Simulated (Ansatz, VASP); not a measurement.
# Two plane-wave programs on Li4NbO4

```
CELL_PARAMETERS angstrom
-3.81195 3.81195 1.63010
3.81195 -3.81195 1.63010
3.81195 3.81195 -1.63010
ATOMIC_POSITIONS crystal
Li 0.30759 0.10421 0.41180
Li 0.84267 0.33415 0.17683
Li 0.15733 0.66585 0.82317
Li 0.66585 0.84267 0.50852
Nb 0.00000 0.00000 0.00000
O 0.75893 0.07971 0.83864
O 0.92029 0.75893 0.67922
O 0.07971 0.24107 0.32078
O 0.24107 0.92029 0.16136
```

Alike in both runs: task single point; functional PBEsol; k mesh 10 × 10 × 10; occupations gaussian, width 0.05 eV; no spin polarisation.

```csv
,VASP,Ansatz
version,VASP 6.6.1,Ansatz 0.2.0
potentials or method,"VASP PAW PBE potentials, release 64 (Li_sv, Nb_sv, O), cutoff 520 eV","scalar-relativistic, plane waves, PAW"
valence electrons in the cell,49,49
```

VASP gave:

- rms of the force components (eV/Å): 1.563

Problem. Which values does Ansatz return?

Solution. rms of the force components (eV/Å): 1.503.

VASP's potentials were made for PBE, not for PBEsol, and Ansatz warns of the same on its side. Atom by atom the forces differ by 0.065 eV/Å (rms over components). The functional is the same, so the differences come from potentials, cutoffs and numerics.

Noted on VASP's run: the cutoff is under 1.25 times that of the potentials, so the pressure is a little rough.
